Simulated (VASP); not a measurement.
Write the native input for VASP 6.6.1 that does the following.

```
Task                   : single point
Functional             : PBE
Potentials or basis    : VASP PAW PBE potentials, release 64 (B, As_d, H)
Cutoff                 : 420 eV
k mesh                 : 1 × 1 × 4
Occupations            : gaussian, width 0.05 eV
Spin                   : no spin polarisation
Dipole correction      : no
Further INCAR settings : LREAL = Auto; ALGO = Normal; EDIFF = 1e-06; NBANDS = 94
```

The structure of B7As7H18 lies in POSCAR:

```
B7As7H18
1.0
   15.5000000000      0.0000000000      0.0000000000
    0.0000000000     15.2000000000      0.0000000000
    0.0000000000      0.0000000000      8.3334638526
B As H
7 7 18
Direct
    0.4899611682      0.5000000000     -0.0091284425
    0.3624009845      0.5000000000      0.3367794914
    0.6185868333      0.5000000000      0.6726118097
    0.5537440774      0.3873472403      0.3367799617
    0.4256554290      0.6135898374      0.6726121038
    0.5537440774      0.6126527597      0.3367799617
    0.4256554290      0.3864101626      0.6726121038
    0.5510744638      0.6079400698      0.0903237185
    0.4284114216      0.3912862312      0.4241951168
    0.5510744638      0.3920599302      0.0903237185
    0.4284114216      0.6087137688      0.4241951168
    0.3677338987      0.5000000000      0.0903217554
    0.6130653197      0.5000000000      0.4241937023
    0.4899641884      0.5000000000      0.7431667163
    0.5106675752      0.6890929463      0.0160860453
    0.6401978861      0.6128348270      0.0160843241
    0.3830217054      0.3111152645      0.3534742347
    0.2883626691      0.5000000000      0.3802800594
    0.6538938999      0.4325321481      0.7129341412
    0.6538938999      0.5674678519      0.7129341412
    0.5106675752      0.3109070537      0.0160860453
    0.6401978861      0.3871651730      0.0160843241
    0.3830217054      0.6888847355      0.3534742347
    0.5907638565      0.3219621581      0.3802771625
    0.3507051515      0.6110376573      0.7129394429
    0.4653031338      0.6785020650      0.7129311842
    0.3190183622      0.4237393693      0.0160833729
    0.3190183622      0.5762606307      0.0160833729
    0.7038476750      0.5000000000      0.3534732610
    0.5907638565      0.6780378419      0.3802771625
    0.3507051515      0.3889623427      0.7129394429
    0.4653031338      0.3214979350      0.7129311842
```

One way to write it, as run:

INCAR

```
  PREC = Accurate
  ENCUT = 420
  EDIFF = 1E-6
  ISMEAR = 0
  SIGMA = 0.05
  LREAL = Auto
  LASPH = True
  NELM = 120
  ALGO = Normal
  ISIF = 2
  LWAVE = False
  LCHARG = False
  GGA = PE
  NBANDS = 94
  GGA_COMPAT = False
```

KPOINTS

```
regular mesh
0
Gamma
  1 1 4
```

Potentials or basis: VASP PAW PBE potentials, release 64 (B, As_d, H).

Command:

```sh
$ cat potpaw_PBE.64/B/POTCAR potpaw_PBE.64/As_d/POTCAR potpaw_PBE.64/H/POTCAR > POTCAR
$ mpirun -np 1 vasp_std > vasp.out
```

It gave:

* Largest force: 0.036 eV/Å
* Band gap on the k mesh: 3.93 eV (least direct gap 4.08 eV)

Wall time 57 min on 1 thread of AMD EPYC 7571, on a shared host, peak memory 1.2 GiB.
